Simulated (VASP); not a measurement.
Here is a VASP 6.6.1 calculation.

Contents of INCAR:

```
PREC = Accurate
ENCUT = 520
EDIFF = 1E-6
ISMEAR = 0
SIGMA = 0.1
LREAL = False
LASPH = True
NELM = 150
ALGO = Normal
ISIF = 2
LWAVE = False
LCHARG = False
ISPIN = 2
MAGMOM = -0.16 -0.16 1.14 1.14 1.14 1.14
LORBIT = 11
LMAXMIX = 4
GGA = PS
NBANDS = 42
```

File KPOINTS:

```
regular mesh
0
Gamma
  8 8 8
```

Contents of POSCAR:

```
YCo2
1.0
    0.0000000000      3.4905646197      3.4905646197
    3.4905646197      0.0000000000      3.4905646197
    3.4905646197      3.4905646197      0.0000000000
Y Co
2 4
Direct
    0.5000000000      0.5000000000      0.5000000000
    0.7500000000      0.7500000000      0.7500000000
    0.1250000000      0.1250000000      0.1250000000
    0.6250000000      0.1250000000      0.1250000000
    0.1250000000      0.1250000000      0.6250000000
    0.1250000000      0.6250000000      0.1250000000
```

Potentials or basis: VASP PAW PBE potentials, release 64 (Y_sv, Co).

The run is started by

```sh
$ cat potpaw_PBE.64/Y_sv/POTCAR potpaw_PBE.64/Co/POTCAR > POTCAR
$ mpirun -np 1 vasp_std > vasp.out
```

(1) Predict the net moment.

(2) Estimate the pressure.

(3) Predict the site moments.

Answers

(1) 0.80 μB per cell.

(2) 1.4 GPa.

(3) Y -0.08; Co +0.25 μB.

Caveat: the PAW data sets were made with another functional, which shifts forces and pressure a little.
